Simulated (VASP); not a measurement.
Wanted: the native input for a VASP 6.6.1 run.

| Quantity | Value |
| --- | --- |
| Task | single point |
| Functional | r2SCAN |
| Potentials or basis | VASP PAW PBE potentials, release 64 (F, I, K_sv) |
| Cutoff | 520 eV |
| k mesh | 6 × 6 × 6 |
| Occupations | gaussian, width 0.01 eV |
| Spin | no spin polarisation |
| Dipole correction | no |
| Further INCAR settings | ALGO = Normal; EDIFF = 1e-06; NBANDS = 24 |

K2IF:

```xyz
4
Lattice="2.1687 1.2521 7.3061 -2.1687 1.2521 7.3061 0.0000 -2.5042 7.3061" Properties=species:S:1:pos:R:3 pbc="T T T"
F     2.1687    1.2521    7.3061
I     0.0000    0.0000   10.9592
K     0.0000    0.0000    5.9727
K     0.0000    0.0000   15.9456
```

One way to write it, as run:

POSCAR

```
K2IF
1.0
    2.1686786474      1.2520872009      7.3061004669
   -2.1686786474      1.2520872009      7.3061004669
    0.0000000000     -2.5041744017      7.3061004669
F I K
1 1 2
Direct
    1.0000000000      0.0000000000      0.0000000000
    0.5000000000      0.5000000000      0.5000000000
    0.2724996288      0.2724996288      0.2724996288
    0.7275003712      0.7275003712      0.7275003712
```

INCAR.step1

```
ALGO = Normal ; EDIFF = 1E-4
ENCUT = 520 ; GGA = PE
ISMEAR = 0 ; LASPH = T
LCHARG = F ; LREAL = F
LWAVE = T ; NBANDS = 24
NELM = 100 ; PREC = Accurate
SIGMA = 0.01
```

INCAR.step2

```
ALGO = Normal ; EDIFF = 1E-6
ENCUT = 520 ; ISIF = 2
ISMEAR = 0 ; ISTART = 1
LASPH = T ; LCHARG = F
LMIXTAU = T ; LREAL = F
LWAVE = F ; METAGGA = R2SCAN
NBANDS = 24 ; NELM = 100
PREC = Accurate ; SIGMA = 0.01
```

KPOINTS

```
k-points
0
Gamma
  6 6 6
```

Potentials or basis: VASP PAW PBE potentials, release 64 (F, I, K_sv).

The run is started by

```bash
$ cat potpaw_PBE.64/F/POTCAR potpaw_PBE.64/I/POTCAR potpaw_PBE.64/K_sv/POTCAR > POTCAR
$ cp INCAR.step1 INCAR
$ mpirun -np 1 vasp_std > vasp.out
$ cp INCAR.step2 INCAR
$ mpirun -np 1 vasp_std > vasp.out
```

Results of the run:

The pressure is 0.0 GPa. The largest force is 0.004 eV/Å. The band gap on the k mesh is 3.63 eV.

Caveat: the PAW data sets were made with another functional, which shifts forces and pressure a little; spin-orbit coupling is left out, which moves the levels of the heavy elements.

Wall time 8.8 min on 1 thread of Intel(R) Xeon(R) 6975P-C (Granite Rapids) (shared host), peak memory 0.59 GiB.
